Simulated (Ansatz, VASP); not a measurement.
## Gd: VASP beside Ansatz

File INCAR:

```
PREC = Accurate ; ENCUT = 520
EDIFF = 1E-7 ; ISMEAR = -1
SIGMA = 0.08 ; LREAL = F
LASPH = T ; NELM = 150
ALGO = Normal ; ISIF = 2
LWAVE = F ; LCHARG = F
ISPIN = 2 ; MAGMOM = 7
LORBIT = 11 ; LMAXMIX = 6
GGA = PE ; NBANDS = 19
```

Contents of KPOINTS:

```
regular mesh
0
Gamma
  13 13 13
```

Contents of POSCAR:

```
Gd
1.0
    3.0123734888      0.0000000000      0.0000000000
    0.0000000000      3.0123734888      0.0000000000
    0.0000000000      0.0000000000      3.0123734888
Gd
1
Direct
    0.0000000000      0.0000000000      0.0000000000
```

Input for Ansatz:

```yaml
crystal:
  lattice:
    - [3.0123734888, 0.0, 0.0]
    - [0.0, 3.0123734888, 0.0]
    - [0.0, 0.0, 3.0123734888]
  atoms:
    - { symbol: Gd, position: [0.0, 0.0, 0.0], spin: 7.0 }
magnetization:
  spin_polarized: true
kpoints:
  mp_grid: { grid: [13, 13, 13] }
scf:
  occupations: { method: fermi_dirac, width: 0.08 }
hamiltonian:
  xc: pbe
  pseudopotentials: { kind: all_electron, lapw: { basis_error: 0.001 } }
output:
  forces: true
  stress: true
  eigenvalues: true
  populations: true
```

Change from the starting cell: volume scaled by 0.78, LAPW.

Alike in both runs: task single point; functional PBE; k mesh 13 × 13 × 13; occupations fermi-dirac, width 0.08 eV; collinear spin.

```csv
,VASP,Ansatz
version,VASP 6.6.1,Ansatz 0.2.0
potentials or method,"VASP PAW PBE potentials, release 64 (Gd), cutoff 520 eV","all-electron LAPW, scalar-relativistic"
```

Ansatz gave:

```
pressure (GPa)                                                : 9.3
net moment per atom (μB)                                      : 7.62
size of the moment on the site where the two differ most (μB) : 7.43
```

Q: What did VASP give for the same quantities?

A: Pressure (GPa): 9.4; net moment per atom (μB): 7.63; size of the moment on the site where the two differ most (μB): 7.07.

Site moments also hang on the region over which each program counts them. Ansatz ran all-electron here, and VASP with PAW potentials.

Spin-orbit coupling is off throughout.
